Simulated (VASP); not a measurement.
# Ni: single point with PBEsol

The system is Ni.

```
Ni
1.0
     0.00000    1.71409    1.71409
     1.71409    0.00000    1.71409
     1.71409    1.71409    0.00000
Ni
1
Direct
  0.00000 0.00000 0.00000
```

This cell differs from its parent crystal: volume scaled by 0.96.

```json
{
 "Program": "VASP 6.6.1",
 "Task": "single point",
 "Functional": "PBEsol",
 "Potentials or basis": "VASP PAW PBE potentials, release 64 (Ni)",
 "Cutoff": "520 eV",
 "k mesh": "13 × 13 × 13",
 "Occupations": "fermi-dirac, width 0.05 eV",
 "Spin": "collinear spin, ferromagnetic start",
 "Starting moments": "[1.0] μB"
}
```

```json
{
 "Pressure": "7.4 GPa",
 "Net moment": "0.62 μB per cell",
 "Site moments": "Ni +0.62 μB",
 "Valence electrons inside the program's atomic spheres": "Ni 9.46"
}
```

Levels at points of the mesh, in eV from the Fermi level:
Spin up:
| k point | band 1 | band 2 | band 3 | band 4 | band 5 | band 6 | band 7 | band 8 | band 9 | band 10 |
| --- | --- | --- | --- | --- | --- | --- | --- | --- | --- | --- |
| (0.00, 0.00, 0.00) | -9.62 | -2.63 | -2.63 | -2.63 | -1.33 | -1.33 | 24.34 | 28.80 | 28.80 | 28.80 |
Spin down:
| k point | band 3 | band 4 | band 5 | band 6 | band 7 | band 8 |
| --- | --- | --- | --- | --- | --- | --- |
| (0.00, 0.00, 0.00) | -1.92 | -1.92 | -0.72 | -0.72 | 24.25 | 28.80 |

It took 13 s on 1 thread of Intel(R) Xeon(R) 6975P-C (Granite Rapids), on a shared host, peak memory 0.13 GiB.

Caveat: the PAW data sets were made with another functional, which shifts forces and pressure a little.
